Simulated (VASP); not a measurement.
# YbZn2F2 in VASP: single point with r2SCAN

Aim: the single point of YbZn2F2 with r2SCAN.

Everything below comes from runs of VASP 6.6.1. Logs are shortened: lines on timing, memory, paths and dates and some standing lists are left out, and cuts for length are marked.

## (1) The cell of the first run

The typed cell holds 5 atoms: a = 3.805 Å, b = 3.805 Å, c = 6.360 Å, α = 90.00°, β = 90.00°, γ = 60.00°.

## (2) Single point, r2SCAN

File POSCAR:

```
YbZn2F2
1.0
    1.9026300000      3.2954500000      0.0000000000
   -1.9026300000      3.2954500000      0.0000000000
    0.0000000000      0.0000000000      6.3600180000
Zn F Yb
2 2 1
Direct
    0.3333000000      0.3334000000      0.6340000000
    0.6667000000      0.6666000000      0.3660000000
    0.3333000000      0.3334000000      0.2589000000
    0.6667000000      0.6666000000      0.7411000000
    0.0000000000      0.0000000000      0.0000000000
```

File INCAR.step1:

```
PREC = Accurate ; ENCUT = 520
ISMEAR = -5 ; SIGMA = 0.1
LREAL = False ; LASPH = True
NELM = 100 ; NBANDS = 39
GGA = PE ; ALGO = Normal
EDIFF = 1E-4 ; LWAVE = True
LCHARG = False
```

File INCAR.step2:

```
PREC = Accurate ; ENCUT = 520
EDIFF = 1E-7 ; ISMEAR = -5
SIGMA = 0.1 ; LREAL = False
LASPH = True ; NELM = 100
ALGO = Normal ; ISIF = 2
LWAVE = False ; LCHARG = False
METAGGA = R2SCAN ; LMIXTAU = True
NBANDS = 39 ; ISTART = 1
```

File KPOINTS:

```
regular mesh
0
Gamma
  7 7 4
```

Potentials or basis: VASP PAW PBE potentials, release 64 (Zn, F, Yb).

The run is started by

```bash
$ cat potpaw_PBE.64/Zn/POTCAR potpaw_PBE.64/F/POTCAR potpaw_PBE.64/Yb/POTCAR > POTCAR
$ cp INCAR.step1 INCAR
$ mpirun -np 1 vasp_std > vasp.out
$ cp INCAR.step2 INCAR
$ mpirun -np 1 vasp_std > vasp.out
```

OUTCAR:

```text
PREC = Accurate
   ENCUT = 520
   EDIFF = 1E-7
   ISMEAR = -5
   LREAL = False
   LASPH = True
   NELM = 100
   ISIF = 2
   METAGGA = R2SCAN
   ISTART = 1

 ion  position               nearest neighbor table
   1  0.333  0.333  0.634-   4 2.30   4 2.30   4 2.30   3 2.39   2 2.78   2 2.78   2 2.78   5 3.20
                             5 3.20   5 3.20
   2  0.667  0.667  0.366-   3 2.30   3 2.30   3 2.30   4 2.39   1 2.78   1 2.78   1 2.78   5 3.20
                             5 3.20   5 3.20
   3  0.333  0.333  0.259-   2 2.30   2 2.30   2 2.30   1 2.39   5 2.75   5 2.75   5 2.75
   4  0.667  0.667  0.741-   1 2.30   1 2.30   1 2.30   2 2.39   5 2.75   5 2.75   5 2.75
   5  0.000  0.000  0.000-   4 2.75   3 2.75   4 2.75   3 2.75   4 2.75   3 2.75   2 3.20   1 3.20
                             2 3.20   1 3.20   1 3.20   2 3.20

  LATTYP: Found a hexagonal cell.
 ALAT       =     3.8052584169
 C/A-ratio  =     1.6713761073

  Lattice vectors:

 A1 = (   1.9026300000,  -3.2954500000,   0.0000000000)
 A2 = (   1.9026300000,   3.2954500000,   0.0000000000)
 A3 = (   0.0000000000,   0.0000000000,   6.3600180000)

Analysis of symmetry for initial positions (statically):
=====================================================================
 Subroutine PRICEL returns:
 Original cell was already a primitive cell.

 Routine SETGRP: Setting up the symmetry group for a
 hexagonal supercell.

 Subroutine GETGRP returns: Found  4 space group operations
 (whereof  4 operations were pure point group operations)
 out of a pool of 24 trial point group operations.

The static configuration has the point symmetry C_2h.

Analysis of symmetry for dynamics (positions and initial velocities):
=====================================================================
 Subroutine PRICEL returns:
 Original cell was already a primitive cell.

 Routine SETGRP: Setting up the symmetry group for a
 hexagonal supercell.

 Subroutine GETGRP returns: Found  4 space group operations
 (whereof  4 operations were pure point group operations)
 out of a pool of 24 trial point group operations.

The dynamic configuration has the point symmetry C_2h.

 Subroutine INISYM returns: Found  4 space group operations
 (whereof  4 operations are pure point group operations),
 and found     1 'primitive' translations

----------------------------------------------------------------------------------------

                                     Primitive cell

  volume of cell :      79.7549

  direct lattice vectors                    reciprocal lattice vectors
     1.902630000  3.295450000  0.000000000     0.262794132  0.151724347  0.000000000
    -1.902630000  3.295450000  0.000000000    -0.262794132  0.151724347  0.000000000
     0.000000000  0.000000000  6.360018000     0.000000000  0.000000000  0.157232259

  length of vectors
     3.805258417  3.805258417  6.360018000     0.303448568  0.303448568  0.157232259

  position of ions in fractional coordinates (direct lattice)
     0.333300000  0.333400000  0.634000000
     0.666700000  0.666600000  0.366000000
     0.333300000  0.333400000  0.258900000
     0.666700000  0.666600000  0.741100000
     0.000000000  0.000000000  0.000000000

  ion indices of the primitive-cell ions
   primitive index   ion index
                 1           1
                 2           2
                 3           3
                 4           4
                 5           5

----------------------------------------------------------------------------------------

 KPOINTS: regular mesh

Automatic generation of k-mesh.
 Grid dimensions read from file:
 generate k-points for:    7    7    4

 Generating k-lattice:

  Cartesian coordinates                     Fractional coordinates (reciprocal lattice)
     0.037542019  0.021674907  0.000000000     0.142857143 -0.000000000  0.000000000
    -0.037542019  0.021674907  0.000000000    -0.000000000  0.142857143  0.000000000
     0.000000000  0.000000000  0.039308065     0.000000000  0.000000000  0.250000000

  Length of vectors
     0.043349795  0.043349795  0.039308065

  Shift w.r.t. Gamma in fractional coordinates (k-lattice)
     0.000000000  0.000000000  0.000000000

 TETIRR: Found    584 inequivalent tetrahedra from     1176

 Subroutine IBZKPT returns following result:
 ===========================================

 Found     60 irreducible k-points:

 Following reciprocal coordinates:
            Coordinates               Weight
  0.000000  0.000000  0.000000      1.000000
  0.142857 -0.000000  0.000000      4.000000
 -0.000000  0.142857  0.000000      2.000000
  0.285714  0.000000  0.000000      4.000000
  0.000000  0.285714  0.000000      2.000000
  0.428571  0.000000  0.000000      4.000000
[... 16 lines left out ...]
  0.285714  0.285714  0.250000      4.000000
  0.000000  0.285714  0.250000      2.000000
 [... further k-points ...]
   k-points           NKPTS =     60   k-points in BZ     NKDIM =     60   number of bands    NBANDS=     39
   number of dos      NEDOS =    301   number of ions     NIONS =      5
   total plane-waves  NPLWV =  37632
   dimension x,y,z NGX =    28 NGY =   28 NGZ =   48
   dimension x,y,z NGXF=    56 NGYF=   56 NGZF=   96
   ions per type =               2   2   1
   NGX,Y,Z   is equivalent  to a cutoff of  12.23, 12.23, 12.55 a.u.
   NGXF,Y,Z  is equivalent  to a cutoff of  24.47, 24.47, 25.09 a.u.
 SYSTEM =  unknown system
   PREC   = accura    normal or accurate (medium, high low for compatibility)
   ISTART =      1    job   : 0-new  1-cont  2-samecut
   ICHARG =      0    charge: 1-file 2-atom 10-const
   ISPIN  =      1    spin polarized calculation?
   LNONCOLLINEAR =      F non collinear calculations
   LSORBIT =      F    spin-orbit coupling
   LASPH  =      T    aspherical Exc in radial PAW
   ENCUT  =  520.0 eV  38.22 Ry    6.18 a.u.   7.08  7.08 11.83*2*pi/ulx,y,z
   NELM   =    100;   NELMIN=  2; NELMDL=  0     # of ELM steps
   EDIFF  = 0.1E-06   stopping-criterion for ELM
   LREAL  =      F    real-space projection
   EDIFFG = 0.1E-05   stopping-criterion for IOM
   NSW    =      0    number of steps for IOM
   IBRION =     -1    ionic relax: 0-MD 1-quasi-New 2-CG
   NFREE  =      0    steps in history (QN), initial steepest desc. (CG)
   ISIF   =      2    stress and relaxation
   ISYM   =      2    0-nonsym 1-usesym 2-fastsym
   POTIM  = 0.5000    time-step for ionic-motion
   TEBEG  =    0.0;   TEEND  =   0.0 temperature during run
   PSTRESS=    0.0 pullay stress
   NELECT =      62.0000    total number of electrons
   NUPDOWN=      -1.0000    fix difference up-down
   EMIN   =  10.00;   EMAX   =-10.00  energy-range for DOS
   EFERMI =   0.00;   METHOD = LEGACY
   ISMEAR =    -5;   SIGMA  =   0.10  broadening in eV -4-tet -1-fermi 0-gaus
   EFERMI_NEDOS =   21; number of points for ismear=-14 and -15
   IALGO  =     38    algorithm
   IMIX   =      4    mixing-type and parameters
     AMIX     =   0.40;   BMIX     =  1.00
     AMIX_MAG =   1.60;   BMIX_MAG =  1.00
  volume/ion in A,a.u.               =      15.95       107.64
  Fermi-wavevector in a.u.,A,eV,Ry     =   1.505288  2.844582 30.829331  2.265892
  Thomas-Fermi vector in A             =   2.616156
   LORBIT       =      0    0 simple, 1 ext, 2 COOP (PROOUT), +10 PAW based schemes
   METAGGA = R2SCAN    functional components
   LHFCALC =     F    Hartree Fock is set to
   AEXX    =    0.0000 exact exchange contribution
   IVDW    =     0    specifies the selected vdW correction
   LEPSILON=     F    determine dielectric tensor
   LRPA    =     F    only Hartree local field effects (RPA)
 non-spin polarized calculation
 Fermi weights with tetrahedron method with Bloechl corrections
  energy-cutoff  :      520.00
  volume of cell :       79.75
 maximum number of plane-waves:      2161
   NGX = 15   NGY = 15   NGZ = 23

 number of electron      61.9999977 magnetization

 Free energy of the ion-electron system (eV)
  ---------------------------------------------------
  ext. energy  EPLUGINS =         0.00000000
  ---------------------------------------------------
  free energy    TOTEN  =       -65.31732555 eV

  energy without entropy =      -65.31732555  energy(sigma->0) =      -65.31732555

 E-fermi :   3.1334     XC(G=0): -11.2227

 val. band max:        3.1479948272   @ k =  -0.4286   0.2857   0.5000
 cond. band min:       3.0996150513   @ k =  -0.1429   0.4286   0.0000
 fundamental gap:     -0.0483797759
 Fermi energy:         3.1333896201

 k-point     1 :       0.0000    0.0000    0.0000
  band No.  band energies     occupation
      1     -50.5330      2.00000
      2     -23.7624      2.00000
      3     -23.6522      2.00000
      4     -22.2367      2.00000
      5     -22.2363      2.00000
      6     -22.1627      2.00000
[... 31 lines left out ...]
     38      10.0490      0.00000
     39      10.0510      0.00000

 k-point     2 :       0.1429   -0.0000    0.0000
  band No.  band energies     occupation
      1     -50.5315      2.00000
      2     -23.7334      2.00000
      3     -23.6665      2.00000
      4     -22.2457      2.00000
      5     -22.2450      2.00000
      6     -22.1873      2.00000
[... 31 lines left out ...]
     38       8.3071      0.00000
     39       9.3417      0.00000

 k-point     3 :      -0.0000    0.1429    0.0000
  band No.  band energies     occupation
      1     -50.5315      2.00000
      2     -23.7334      2.00000
      3     -23.6665      2.00000
      4     -22.2458      2.00000
      5     -22.2449      2.00000
      6     -22.1873      2.00000
[... 31 lines left out ...]
     38       8.3068      0.00000
     39       9.3425      0.00000

 k-point     4 :       0.2857    0.0000    0.0000
  band No.  band energies     occupation
      1     -50.5282      2.00000
      2     -23.7137      2.00000
      3     -23.6477      2.00000
      4     -22.2928      2.00000
      5     -22.2660      2.00000
      6     -22.2175      2.00000
[... 31 lines left out ...]
     38       8.1080      0.00000
     39       8.6568      0.00000
[... 754 lines left out ...]
     38       8.5552      0.00000
     39       9.3194      0.00000

 k-point    23 :       0.2857    0.2857    0.2500
  band No.  band energies     occupation
      1     -50.5282      2.00000
      2     -23.6963      2.00000
      3     -23.6662      2.00000
      4     -22.2926      2.00000
      5     -22.2659      2.00000
      6     -22.2166      2.00000
[... 31 lines left out ...]
     38       8.2085      0.00000
     39       8.4266      0.00000

 k-point    24 :       0.0000    0.2857    0.2500
  band No.  band energies     occupation
      1     -50.5282      2.00000
      2     -23.7229      2.00000
      3     -23.6379      2.00000
      4     -22.2924      2.00000
      5     -22.2662      2.00000
      6     -22.2184      2.00000
[... 31 lines left out ...]
     38       8.5549      0.00000
     39       9.3195      0.00000

 [... further k-points ...]
[... 5 lines left out ...]
  --------------------------------------------------------------------------------------
  -------------------------------------------------------------------------------------
  Total        4.6122023      4.6144205      0.1079686      0.0019254      0.0002901     -0.0005025
  in kB       92.6534352     92.6979952      2.1689561      0.0386791      0.0058281     -0.0100945
  external PRESSURE =      62.5067955 kB  Pullay stress =       0.0000000 kB

 VOLUME and BASIS-vectors are now :
 -----------------------------------------------------------------------------
  energy-cutoff  :      520.00
  volume of cell :       79.75
      direct lattice vectors                 reciprocal lattice vectors
     1.902630000  3.295450000  0.000000000     0.262794132  0.151724347  0.000000000
    -1.902630000  3.295450000  0.000000000    -0.262794132  0.151724347  0.000000000
     0.000000000  0.000000000  6.360018000     0.000000000  0.000000000  0.157232259

 POSITION                                       TOTAL-FORCE (eV/Angst)
 -----------------------------------------------------------------------------------
     -0.00019      2.19708      4.03225         0.001166     -0.000673      0.115556
      0.00019      4.39382      2.32777        -0.001166      0.000673     -0.115556
     -0.00019      2.19708      1.64661         0.000257     -0.000148     -1.589033
      0.00019      4.39382      4.71341        -0.000257      0.000148      1.589033
      0.00000      0.00000      0.00000         0.000000     -0.000000      0.000000
 -----------------------------------------------------------------------------------
    total drift:                               -0.000000      0.000000      0.000000

  FREE ENERGIE OF THE ION-ELECTRON SYSTEM (eV)
  ---------------------------------------------------
  free  energy   TOTEN  =       -65.3173255537 eV

  energy  without entropy=      -65.3173255537  energy(sigma->0) =      -65.31732555
```

Wall time 20 min (1 thread of Intel Xeon Platinum 8259CL at 2.50GHz (Skylake/Cascade Lake), shared host); peak memory 0.34 GiB.

What came out:

```
Free energy            : -65.3173 eV
Pressure               : 6.3 GPa
Largest force          : 1.589 eV/Å
Band gap on the k mesh : zero (bands 31 and 32 overlap by 0.05 eV)
```

Forces on the atoms (eV/Å):
```
Zn   0.001 -0.001  0.116
Zn  -0.001  0.001 -0.116
F    0.000  0.000 -1.589
F    0.000  0.000  1.589
Yb   0.000  0.000  0.000
```

Stress tensor (GPa, compression positive):
```
9.27 0.00 0.00
0.00 9.27 0.00
0.00 0.00 0.22
```

Caveat: the stress differs along the axes, from 0 to 9 GPa; the PAW data sets were made with another functional, which shifts forces and pressure a little; spin-orbit coupling is left out, which moves the levels of the heavy elements; tetrahedron occupations give inexact forces and stress in metals. With open d or f shells a metallic result of r2SCAN can be an artefact of self-interaction; +U or a hybrid may open a gap.
